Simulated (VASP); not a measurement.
# Bi2Te3 (R-3m) in VASP: further runs, part 2 of 2

VASP 6.6.1. Earlier steps stand in the parts before.

## Step 3: Single point, PBEsol

INCAR

```
SYSTEM = Bi2Te3
ALGO = Normal
EDIFF = 1E-6
ENCUT = 520
GGA = PS
ISIF = 2
ISMEAR = 0
LASPH = .TRUE.
LCHARG = .FALSE.
LREAL = .FALSE.
LWAVE = .FALSE.
NBANDS = 32
NELM = 100
PREC = Accurate
SIGMA = 0.01
```

KPOINTS

```
k-points
0
G
  6 6 6
  0 0 0
```

POSCAR

```
Bi2Te3
1.0
    2.1930000000      1.2661290000     10.1656670000
   -2.1930000000      1.2661290000     10.1656670000
    0.0000000000     -2.5322580000     10.1656670000
Bi Te
2 3
Direct
    0.4000000000      0.4000000000      0.4000000000
    0.6000000000      0.6000000000      0.6000000000
    0.0000000000      0.0000000000      0.0000000000
    0.2095000000      0.2095000000      0.2095000000
    0.7905000000      0.7905000000      0.7905000000
```

Potentials or basis: VASP PAW PBE potentials, release 64 (Bi_d, Te).

The run is started by

```
cat potpaw_PBE.64/Bi_d/POTCAR potpaw_PBE.64/Te/POTCAR > POTCAR
mpirun -np 1 vasp_std > vasp.out
```

OUTCAR:

```text
SYSTEM = Bi2Te3
   EDIFF = 1E-6
   ENCUT = 520
   GGA = PS
   ISIF = 2
   ISMEAR = 0
   LASPH = .TRUE.
   LREAL = .FALSE.
   NELM = 100
   PREC = Accurate

 ion  position               nearest neighbor table
   1  0.400  0.400  0.400-   5 3.07   5 3.07   5 3.07   3 3.25   3 3.25   3 3.25
   2  0.600  0.600  0.600-   4 3.07   4 3.07   4 3.07   3 3.25   3 3.25   3 3.25
   3  0.000  0.000  0.000-   2 3.25   1 3.25   2 3.25   2 3.25   1 3.25   1 3.25
   4  0.209  0.209  0.209-   2 3.07   2 3.07   2 3.07   5 3.64   5 3.64   5 3.64
   5  0.791  0.791  0.791-   1 3.07   1 3.07   1 3.07   4 3.64   4 3.64   4 3.64

  LATTYP: Found a trigonal (rhomboedric) cell.
 ALAT       =    10.4763121946
 COS(alpha) =     0.9123624163

  Lattice vectors:

 A1 = (   2.1930000000,   1.2661290000,  10.1656670000)
 A2 = (  -2.1930000000,   1.2661290000,  10.1656670000)
 A3 = (   0.0000000000,  -2.5322580000,  10.1656670000)

Analysis of symmetry for initial positions (statically):
=====================================================================
 Subroutine PRICEL returns:
 Original cell was already a primitive cell.

 Routine SETGRP: Setting up the symmetry group for a
 trigonal (rhombohedral) supercell.

 Subroutine GETGRP returns: Found 12 space group operations
 (whereof 12 operations were pure point group operations)
 out of a pool of 12 trial point group operations.

The static configuration has the point symmetry D_3d.

Analysis of symmetry for dynamics (positions and initial velocities):
=====================================================================
 Subroutine PRICEL returns:
 Original cell was already a primitive cell.

 Routine SETGRP: Setting up the symmetry group for a
 trigonal (rhombohedral) supercell.

 Subroutine GETGRP returns: Found 12 space group operations
 (whereof 12 operations were pure point group operations)
 out of a pool of 12 trial point group operations.

The dynamic configuration has the point symmetry D_3d.

 Subroutine INISYM returns: Found 12 space group operations
 (whereof 12 operations are pure point group operations),
 and found     1 'primitive' translations

----------------------------------------------------------------------------------------

                                     Primitive cell

  volume of cell :     169.3572

  direct lattice vectors                    reciprocal lattice vectors
     2.193000000  1.266129000 10.165667000     0.227998176  0.131634823  0.032790109
    -2.193000000  1.266129000 10.165667000    -0.227998176  0.131634823  0.032790109
     0.000000000 -2.532258000 10.165667000     0.000000000 -0.263269646  0.032790109

  length of vectors
    10.476312195 10.476312195 10.476312144     0.265303762  0.265303762  0.265303784

  position of ions in fractional coordinates (direct lattice)
     0.400000000  0.400000000  0.400000000
     0.600000000  0.600000000  0.600000000
     0.000000000  0.000000000  0.000000000
     0.209500000  0.209500000  0.209500000
     0.790500000  0.790500000  0.790500000

  ion indices of the primitive-cell ions
   primitive index   ion index
                 1           1
                 2           2
                 3           3
[... 26 lines left out ...]

 Found     32 irreducible k-points:

 Following reciprocal coordinates:
            Coordinates               Weight
  0.000000  0.000000  0.000000      1.000000
  0.166667 -0.000000  0.000000      6.000000
  0.333333  0.000000  0.000000      6.000000
  0.500000  0.000000  0.000000      3.000000
  0.166667  0.166667  0.000000      6.000000
  0.333333  0.166667  0.000000     12.000000
[... 16 lines left out ...]
  0.500000  0.500000  0.166667      6.000000
 -0.333333  0.500000  0.166667     12.000000
 [... further k-points ...]
   k-points           NKPTS =     32   k-points in BZ     NKDIM =     32   number of bands    NBANDS=     32
   number of dos      NEDOS =    301   number of ions     NIONS =      5
   total plane-waves  NPLWV = 512000
   dimension x,y,z NGX =    80 NGY =   80 NGZ =   80
   dimension x,y,z NGXF=   160 NGYF=  160 NGZF=  160
   ions per type =               2   3
   NGX,Y,Z   is equivalent  to a cutoff of  12.69, 12.69, 12.69 a.u.
   NGXF,Y,Z  is equivalent  to a cutoff of  25.39, 25.39, 25.39 a.u.
 SYSTEM =  Bi2Te3
   PREC   = accura    normal or accurate (medium, high low for compatibility)
   ISTART =      0    job   : 0-new  1-cont  2-samecut
   ICHARG =      2    charge: 1-file 2-atom 10-const
   ISPIN  =      1    spin polarized calculation?
   LNONCOLLINEAR =      F non collinear calculations
   LSORBIT =      F    spin-orbit coupling
   LASPH  =      T    aspherical Exc in radial PAW
   ENCUT  =  520.0 eV  38.22 Ry    6.18 a.u.  19.48 19.48 19.48*2*pi/ulx,y,z
   NELM   =    100;   NELMIN=  2; NELMDL= -5     # of ELM steps
   EDIFF  = 0.1E-05   stopping-criterion for ELM
   LREAL  =      F    real-space projection
   EDIFFG = 0.1E-04   stopping-criterion for IOM
   NSW    =      0    number of steps for IOM
   IBRION =     -1    ionic relax: 0-MD 1-quasi-New 2-CG
   NFREE  =      0    steps in history (QN), initial steepest desc. (CG)
   ISIF   =      2    stress and relaxation
   ISYM   =      2    0-nonsym 1-usesym 2-fastsym
   POTIM  = 0.5000    time-step for ionic-motion
   TEBEG  =    0.0;   TEEND  =   0.0 temperature during run
   PSTRESS=    0.0 pullay stress
   NELECT =      48.0000    total number of electrons
   NUPDOWN=      -1.0000    fix difference up-down
   EMIN   =  10.00;   EMAX   =-10.00  energy-range for DOS
   EFERMI =   0.00;   METHOD = LEGACY
   ISMEAR =     0;   SIGMA  =   0.01  broadening in eV -4-tet -1-fermi 0-gaus
   EFERMI_NEDOS =   21; number of points for ismear=-14 and -15
   IALGO  =     38    algorithm
   IMIX   =      4    mixing-type and parameters
     AMIX     =   0.40;   BMIX     =  1.00
     AMIX_MAG =   1.60;   BMIX_MAG =  1.00
  volume/ion in A,a.u.               =      33.87       228.58
  Fermi-wavevector in a.u.,A,eV,Ry     =   1.075360  2.032136 15.733774  1.156400
  Thomas-Fermi vector in A             =   2.211215
   LORBIT       =      0    0 simple, 1 ext, 2 COOP (PROOUT), +10 PAW based schemes
   GGA     = PS    functional components
   LHFCALC =     F    Hartree Fock is set to
   AEXX    =    0.0000 exact exchange contribution
   IVDW    =     0    specifies the selected vdW correction
   LEPSILON=     F    determine dielectric tensor
   LRPA    =     F    only Hartree local field effects (RPA)
 non-spin polarized calculation
 Gauss-broadening in eV      SIGMA  =   0.01
  energy-cutoff  :      520.00
  volume of cell :      169.36
 maximum number of plane-waves:      4580
 NGX is ok and might be reduce to    80
   NGX = 39   NGY = 39   NGZ = 39

 number of electron      48.0000004 magnetization

 Free energy of the ion-electron system (eV)
  ---------------------------------------------------
  ext. energy  EPLUGINS =         0.00000000
  ---------------------------------------------------
  free energy    TOTEN  =       -20.29253847 eV

  energy without entropy =      -20.29253847  energy(sigma->0) =      -20.29253847

 E-fermi :   6.1530     XC(G=0):  -9.4920

 val. band max:        6.0651866114   @ k =   0.0000   0.0000   0.0000
 cond. band min:       6.2933794088   @ k =   0.0000   0.0000   0.0000
 fundamental gap:      0.2281927974
 Fermi energy:         6.1529722158

 k-point     1 :       0.0000    0.0000    0.0000
  band No.  band energies     occupation
      1     -17.0501      2.00000
      2     -17.0501      2.00000
      3     -17.0487      2.00000
      4     -17.0487      2.00000
      5     -17.0401      2.00000
      6     -17.0387      2.00000
[... 829 lines left out ...]
     31      10.7395      0.00000
     32      11.2997      0.00000

 [... further k-points ...]

------------------------ aborting loop because EDIFF is reached ----------------------------------------

  FORCE on cell =-STRESS in cart. coord.  units (eV):
  Direction    XX          YY          ZZ          XY          YZ          ZX
  --------------------------------------------------------------------------------------
  -------------------------------------------------------------------------------------
  Total       -0.5275764     -0.5275763     -0.8231024      0.0000000      0.0000000      0.0000000
  in kB       -4.9910536     -4.9910525     -7.7868308      0.0000000      0.0000000      0.0000000
  external PRESSURE =      -5.9229789 kB  Pullay stress =       0.0000000 kB

 VOLUME and BASIS-vectors are now :
 -----------------------------------------------------------------------------
  energy-cutoff  :      520.00
  volume of cell :      169.36
      direct lattice vectors                 reciprocal lattice vectors
     2.193000000  1.266129000 10.165667000     0.227998176  0.131634823  0.032790109
    -2.193000000  1.266129000 10.165667000    -0.227998176  0.131634823  0.032790109
     0.000000000 -2.532258000 10.165667000     0.000000000 -0.263269646  0.032790109

 POSITION                                       TOTAL-FORCE (eV/Angst)
 -----------------------------------------------------------------------------------
      0.00000      0.00000     12.19880         0.000000     -0.000000      0.023916
      0.00000      0.00000     18.29820         0.000000      0.000000     -0.023916
      0.00000      0.00000      0.00000         0.000000     -0.000000      0.000000
      0.00000      0.00000      6.38912         0.000000     -0.000000      0.091613
      0.00000      0.00000     24.10788         0.000000     -0.000000     -0.091613
 -----------------------------------------------------------------------------------
    total drift:                               -0.000000     -0.000000     -0.000000

  FREE ENERGIE OF THE ION-ELECTRON SYSTEM (eV)
  ---------------------------------------------------
  free  energy   TOTEN  =       -20.2925384704 eV

  energy  without entropy=      -20.2925384704  energy(sigma->0) =      -20.29253847
```

It took 22 min on 1 thread of AMD EPYC 7R13 (Zen 3), shared host; peak memory 0.93 GiB.

What came out:

```yaml
Free_energy: -20.2925 eV
Pressure: -0.6 GPa
Largest_force: 0.092 eV/Å
Band_gap_on_the_k_mesh: 0.23 eV
```

Forces on the atoms (eV/Å):
```
Bi   0.000  0.000  0.024
Bi   0.000  0.000 -0.024
Te   0.000  0.000  0.000
Te   0.000  0.000  0.092
Te   0.000  0.000 -0.092
```

Stress tensor (GPa, compression positive):
```
-0.50  0.00  0.00
 0.00 -0.50  0.00
 0.00  0.00 -0.78
```

Caveat: the PAW data sets were made with another functional, which shifts forces and pressure a little; spin-orbit coupling is left out, which moves the levels of the heavy elements.

## Step 4: Comparison with measurements

Step 2. Against the measured gap of Bi2Te3, 0.17 eV (quoted in “Vacancy and Antisite-Induced Ferromagnetism in Liquid-Phase Exfoliated Bi2Te3”, 2024, arxiv:2412.10539), the calculated 0.23 eV is off by +0.06 eV. Spin-orbit coupling on Bi, Te is left out. The value is that of PBEsol on a finite k mesh, which can miss the band edges, without temperature or zero-point motion.

Step 3. A measured gap of Bi2Te3 is 0.17 eV (quoted in “Vacancy and Antisite-Induced Ferromagnetism in Liquid-Phase Exfoliated Bi2Te3”, 2024, arxiv:2412.10539); the calculated 0.23 eV misses it by +0.06 eV. Spin-orbit coupling on Bi, Te is left out. The value is that of PBEsol on a finite k mesh, which can miss the band edges, without temperature or zero-point motion.
